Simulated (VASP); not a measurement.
# BN (Qingsongite) (F-43m) in VASP: dielectric tensor with PBE

Aim: the dielectric tensor of BN (Qingsongite) with PBE.

Everything below comes from runs of VASP 6.6.1. Logs are shortened: lines on timing, memory, paths and dates and some standing lists are left out, and cuts for length are marked.

## (1) The cell of the first run

It takes space group F-43m (No. 216, cubic). The conventional cell has a = 3.610 Å, b = 3.610 Å, c = 3.610 Å, α = 90.00°, β = 90.00°, γ = 90.00°. Within 2.1 Å of B (site symmetry -43m) lie 4 N at 1.56 Å. Within 2.1 Å of N (site symmetry -43m) lie 4 B at 1.56 Å.

## (2) Dielectric tensor, PBE

File INCAR:

```
ALGO     = Normal         # electronic algorithm
EDIFF    = 1E-8           # SCF threshold, eV
ENCUT    = 520            # plane-wave cutoff, eV
GGA      = PE             # functional
ISIF     = 2              # what is computed and relaxed
ISMEAR   = 0              # smearing method
LASPH    = T              # aspherical terms in the spheres
LCHARG   = F              # write CHGCAR
LEPSILON = T              # dielectric tensor by DFPT
LREAL    = F              # projectors in reciprocal space
LWAVE    = F              # write WAVECAR
NELM     = 80             # most SCF steps
PREC     = Accurate       # precision mode
SIGMA    = 0.01           # smearing width, eV
```

File KPOINTS:

```
k-points
0
Gamma
  10 10 10
```

File POSCAR:

```
BN
1.0
    0.0000000000      1.8048245570      1.8048245570
    1.8048245570      0.0000000000      1.8048245570
    1.8048245570      1.8048245570      0.0000000000
B N
1 1
Direct
    0.0000000000      0.0000000000      0.0000000000
    0.2500000000      0.2500000000      0.2500000000
```

Potentials or basis: VASP PAW PBE potentials, release 64 (B, N).

Command:

```bash
$ cat potpaw_PBE.64/B/POTCAR potpaw_PBE.64/N/POTCAR > POTCAR
$ mpirun -np 1 vasp_std > vasp.out
```

OUTCAR:

```text
EDIFF = 1E-8
   ENCUT = 520
   GGA = PE
   ISIF = 2
   ISMEAR = 0
   LASPH = T
   LEPSILON = T
   LREAL = F
   NELM = 80
   PREC = Accurate

 ion  position               nearest neighbor table
   1  0.000  0.000  0.000-   2 1.56   2 1.56   2 1.56   2 1.56
   2  0.250  0.250  0.250-   1 1.56   1 1.56   1 1.56   1 1.56

  LATTYP: Found a face centered cubic cell.
 ALAT       =     3.6096491140

  Lattice vectors:

 A1 = (   0.0000000000,   1.8048245570,   1.8048245570)
 A2 = (   1.8048245570,   0.0000000000,   1.8048245570)
 A3 = (   1.8048245570,   1.8048245570,   0.0000000000)

Analysis of symmetry for initial positions (statically):
=====================================================================
 Subroutine PRICEL returns:
 Original cell was already a primitive cell.

 Routine SETGRP: Setting up the symmetry group for a
 face centered cubic supercell.

 Subroutine GETGRP returns: Found 24 space group operations
 (whereof 24 operations were pure point group operations)
 out of a pool of 48 trial point group operations.

The static configuration has the point symmetry T_d .

Analysis of symmetry for dynamics (positions and initial velocities):
=====================================================================
 Subroutine PRICEL returns:
 Original cell was already a primitive cell.

 Routine SETGRP: Setting up the symmetry group for a
 face centered cubic supercell.

 Subroutine GETGRP returns: Found 24 space group operations
 (whereof 24 operations were pure point group operations)
 out of a pool of 48 trial point group operations.

The dynamic configuration has the point symmetry T_d .

 Subroutine INISYM returns: Found 24 space group operations
 (whereof 24 operations are pure point group operations),
 and found     1 'primitive' translations

----------------------------------------------------------------------------------------

                                     Primitive cell

  volume of cell :      11.7580

  direct lattice vectors                    reciprocal lattice vectors
     0.000000000  1.804824557  1.804824557    -0.277035238  0.277035238  0.277035238
     1.804824557  0.000000000  1.804824557     0.277035238 -0.277035238  0.277035238
     1.804824557  1.804824557  0.000000000     0.277035238  0.277035238 -0.277035238

  length of vectors
     2.552407366  2.552407366  2.552407366     0.479839107  0.479839107  0.479839107

  position of ions in fractional coordinates (direct lattice)
     0.000000000  0.000000000  0.000000000
     0.250000000  0.250000000  0.250000000

  ion indices of the primitive-cell ions
   primitive index   ion index
                 1           1
                 2           2

----------------------------------------------------------------------------------------

 KPOINTS: k-points

Automatic generation of k-mesh.
 Grid dimensions read from file:
 generate k-points for:   10   10   10

 Generating k-lattice:

  Cartesian coordinates                     Fractional coordinates (reciprocal lattice)
    -0.027703524  0.027703524  0.027703524     0.100000000  0.000000000  0.000000000
     0.027703524 -0.027703524  0.027703524     0.000000000  0.100000000  0.000000000
     0.027703524  0.027703524 -0.027703524     0.000000000  0.000000000  0.100000000

  Length of vectors
     0.047983911  0.047983911  0.047983911

  Shift w.r.t. Gamma in fractional coordinates (k-lattice)
     0.000000000  0.000000000  0.000000000

 Subroutine IBZKPT returns following result:
[... 71 lines left out ...]
  Fermi-wavevector in a.u.,A,eV,Ry     =   1.439881  2.720980 28.208365  2.073256
  Thomas-Fermi vector in A             =   2.558687
   LORBIT       =      0    0 simple, 1 ext, 2 COOP (PROOUT), +10 PAW based schemes
   GGA     = PE    functional components
   LHFCALC =     F    Hartree Fock is set to
   AEXX    =    0.0000 exact exchange contribution
   IVDW    =     0    specifies the selected vdW correction
   LEPSILON=     T    determine dielectric tensor
   LRPA    =     F    only Hartree local field effects (RPA)
 non-spin polarized calculation
 Gauss-broadening in eV      SIGMA  =   0.01
  energy-cutoff  :      520.00
  volume of cell :       11.76
 maximum number of plane-waves:       332
   NGX =  9   NGY =  9   NGZ =  9

--------------------------------------- Ionic step        1  -------------------------------------------

 number of electron       7.9999999 magnetization

 E-fermi :   7.5819     XC(G=0): -12.8440

 val. band max:        7.4577826813   @ k =   0.0000   0.0000   0.0000
 cond. band min:      11.9218181097   @ k =   0.5000   0.5000   0.0000
 fundamental gap:      4.4640354284
 Fermi energy:         7.5818863783

 k-point     1 :       0.0000    0.0000    0.0000
  band No.  band energies     occupation
      1     -12.8235      2.00000
      2       7.4578      2.00000
      3       7.4578      2.00000
      4       7.4578      2.00000
      5      16.2988      0.00000
      6      16.2988      0.00000
      7      16.2988      0.00000
      8      17.8796      0.00000
[... 243 lines left out ...]
 k-point    24 :       0.4000    0.3000    0.0000
  band No.  band energies     occupation
      1      -9.0337      2.00000
      2       0.6641      2.00000
      3       2.9271      2.00000
      4       3.3669      2.00000
      5      13.5697      0.00000
      6      18.1245      0.00000
      7      22.9941      0.00000
      8      23.0874      0.00000

 [... further k-points ...]

  FORCE on cell =-STRESS in cart. coord.  units (eV):
  Direction    XX          YY          ZZ          XY          YZ          ZX
  --------------------------------------------------------------------------------------
  -------------------------------------------------------------------------------------
  Total        0.3679920      0.3679920      0.3679920     -0.0000000      0.0000000      0.0000000
  in kB       50.1434225     50.1434225     50.1434225     -0.0000000      0.0000000      0.0000000
  external PRESSURE =      50.1434225 kB  Pullay stress =       0.0000000 kB

 VOLUME and BASIS-vectors are now :
 -----------------------------------------------------------------------------
  energy-cutoff  :      520.00
  volume of cell :       11.76
      direct lattice vectors                 reciprocal lattice vectors
     0.000000000  1.804824557  1.804824557    -0.277035238  0.277035238  0.277035238
     1.804824557  0.000000000  1.804824557     0.277035238 -0.277035238  0.277035238
     1.804824557  1.804824557  0.000000000     0.277035238  0.277035238 -0.277035238

 POSITION                                       TOTAL-FORCE (eV/Angst)
 -----------------------------------------------------------------------------------
      0.00000      0.00000      0.00000        -0.000000     -0.000000     -0.000000
      0.90241      0.90241      0.90241         0.000000      0.000000      0.000000
 -----------------------------------------------------------------------------------
    total drift:                                0.000000      0.000000      0.000000

  FREE ENERGIE OF THE ION-ELECTRON SYSTEM (eV)
  ---------------------------------------------------
  free  energy   TOTEN  =       -17.4483600566 eV

  energy  without entropy=      -17.4483600566  energy(sigma->0) =      -17.44836006

 HEAD OF MICROSCOPIC STATIC DIELECTRIC TENSOR (INDEPENDENT PARTICLE, excluding Hartree and local field effects)
 ------------------------------------------------------
           4.696300     0.000000     0.000000
           0.000000     4.696300     0.000000
           0.000000    -0.000000     4.696300
 ------------------------------------------------------

 Free energy of the ion-electron system (eV)
  ---------------------------------------------------
  ---------------------------------------------------
  free energy    TOTEN  =        -0.12659430 eV

  energy without entropy =       -0.12659430

------------------------ aborting loop because EDIFF is reached ----------------------------------------

--------------------------------------- Ionic step        2  -------------------------------------------

------------------------ aborting loop because EDIFF is reached ----------------------------------------

--------------------------------------- Ionic step        3  -------------------------------------------

 Free energy of the ion-electron system (eV)
  ---------------------------------------------------
  ---------------------------------------------------
  free energy    TOTEN  =        -0.12659422 eV

  energy without entropy =       -0.12659422

------------------------ aborting loop because EDIFF is reached ----------------------------------------

 PIEZOELECTRIC TENSOR FIELD DIRECTION 3  (e Angst)
 -----------------------------------------------------------------------------
    -0.00029 -0.76168  0.00000           ( -0.00000 -0.00417  0.00000)
    -0.76168 -0.00029  0.00000           ( -0.00417 -0.00000  0.00000)
     0.00000  0.00000  0.00022           (  0.00000  0.00000 -0.00000)

 PIEZOELECTRIC TENSOR FIELD DIRECTION 3  (C/m^2)
 -----------------------------------------------------------------------------
    -0.00040 -1.03789  0.00000
    -1.03789 -0.00040  0.00000
     0.00000  0.00000  0.00029

 MACROSCOPIC STATIC DIELECTRIC TENSOR (including local field effects in DFT)
 ------------------------------------------------------
           4.603215     0.000000     0.000000
           0.000000     4.603215     0.000000
          -0.000000     0.000000     4.603215
 ------------------------------------------------------

 PIEZOELECTRIC TENSOR (including local field effects)  for field in x, y, z        (e  Angst)
          XX          YY          ZZ          XY          YZ          ZX
  --------------------------------------------------------------------------------
  x     0.00000    -0.00000    -0.00000     0.00000    -0.76212     0.00000
  y     0.00000     0.00000     0.00000     0.00000     0.00000    -0.76212
  z    -0.00000     0.00000     0.00000    -0.76212     0.00000     0.00000

 PIEZOELECTRIC TENSOR (including local field effects)  for field in x, y, z        (C/m^2)
          XX          YY          ZZ          XY          YZ          ZX
  --------------------------------------------------------------------------------
  x     0.00000    -0.00000    -0.00000     0.00000    -1.03849     0.00000
  y     0.00000     0.00000     0.00000     0.00000     0.00000    -1.03849
  z    -0.00000     0.00000     0.00000    -1.03849     0.00000     0.00000

 BORN EFFECTIVE CHARGES (including local field effects) (in |e|, cummulative output)
 ---------------------------------------------------------------------------------
 ion    1
    1     1.90533    -0.00000    -0.00000
    2     0.00000     1.90533     0.00000
    3    -0.00000     0.00000     1.90533
 ion    2
    1    -1.90533     0.00000     0.00000
    2    -0.00000    -1.90533     0.00000
    3     0.00000    -0.00000    -1.90533
```

It took 81 s on 1 thread of AMD EPYC 7R13 (Zen 3), shared host; peak memory 0.12 GiB.

What came out:

```
Band gap on the k mesh                  : 4.46 eV, indirect (least direct gap 8.84 eV)
Electronic dielectric tensor (diagonal) : 4.60
Born charges (mean of the diagonal)     : B +1.91; N -1.91 e
```

Electronic dielectric tensor:
```
4.60 0.00 0.00
0.00 4.60 0.00
0.00 0.00 4.60
```

Born effective charge tensors (e):
atom 1, B
```
1.91 0.00 0.00
0.00 1.91 0.00
0.00 0.00 1.91
```
atom 2, N
```
-1.91  0.00  0.00
 0.00 -1.91  0.00
 0.00  0.00 -1.91
```

A k mesh can miss the band edges.
